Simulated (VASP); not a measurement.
## CaO: G0W0 quasiparticle levels with PBE

Crystal: CaO.

```
CELL_PARAMETERS angstrom
2.90321 0.00000 0.00000
0.00000 2.90321 0.00000
0.00000 0.00000 2.90321
ATOMIC_POSITIONS crystal
Ca 0.00000 0.00000 0.00000
O 0.50000 0.50000 0.50000
```

- Program: VASP 6.6.1
- Task: G0W0 quasiparticle levels
- Functional: PBE
- Potentials or basis: VASP PAW PBE potentials, release 64 (Ca_sv_GW, O_GW)
- Cutoff: 500 eV
- k mesh: 6 × 6 × 6
- Occupations: gaussian, width 0.01 eV
- Spin: no spin polarisation
- Dipole correction: no
- GW scheme: G0W0
- GW iterations: 1
- Cutoff of the response function: 100
- Frequency points: 96
- Empty bands: 55
- Further INCAR settings: ALGO = EVGW0; EDIFF = 1e-08; NBANDS = 63

```yaml
Quasiparticle_gap: 4.92 eV
Least_direct_quasiparticle_gap: 5.29 eV
Band_gap_of_the_starting_levels_on_the_mesh: 2.77 eV
Least_direct_gap_of_the_starting_levels_on_the_mesh: 3.08 eV
```

Run time: 3.9 min on 1 thread of Intel(R) Xeon(R) Platinum 8259CL CPU @ 2.50GHz (Skylake/Cascade Lake), on a shared host, peak memory 0.37 GiB.

Caveat: the k points lie up to 0.36 Å⁻¹ apart; bands, screening cutoff and mesh are small and nothing is extrapolated, so the quasiparticle values aren't converged; the structure was generated, so it needn't be the stable form of CaO.
